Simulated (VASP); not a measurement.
## Al: single point with PBE

Crystal: Al.

```xyz
2
Lattice="0.0000 3.0423 3.0423 3.0423 0.0000 3.0423 3.0423 3.0423 0.0000" Properties=species:S:1:pos:R:3 pbc="T T T"
Al    0.0000    0.0000    0.0000
Al    1.5212    1.5212    1.5212
```

This isn't the form of Al at room conditions, which is fcc.

```
Program             : VASP 6.6.1
Task                : single point
Functional          : PBE
Potentials or basis : VASP PAW PBE potentials, release 64 (Al)
Cutoff              : 500 eV
k mesh              : 16 × 16 × 16
Occupations         : fermi-dirac, width 0.0612256 eV
Spin                : no spin polarisation
```

| Item | Value |
| --- | --- |
| Pressure | -0.7 GPa |
| Band gap on the k mesh | zero (bands 3 and 4 overlap by 3.40 eV) |

Levels at points of the mesh, in eV from the Fermi level:
```tsv
k point	band 1	band 2	band 3	band 4	band 5	band 6	band 7
(0.00, 0.00, 0.00)	-7.77	2.07	2.07	2.07	3.92	3.92	3.92
(0.50, 0.00, 0.00)	-5.80	-3.79	1.07	1.07	3.14	4.37	4.37
(0.50, 0.50, 0.00)	-4.33	-4.33	-0.38	-0.38	2.12	2.12	10.38
```

Wall time 56 s on 1 thread of Intel Xeon 8259CL (shared host), peak memory 0.2 GiB.
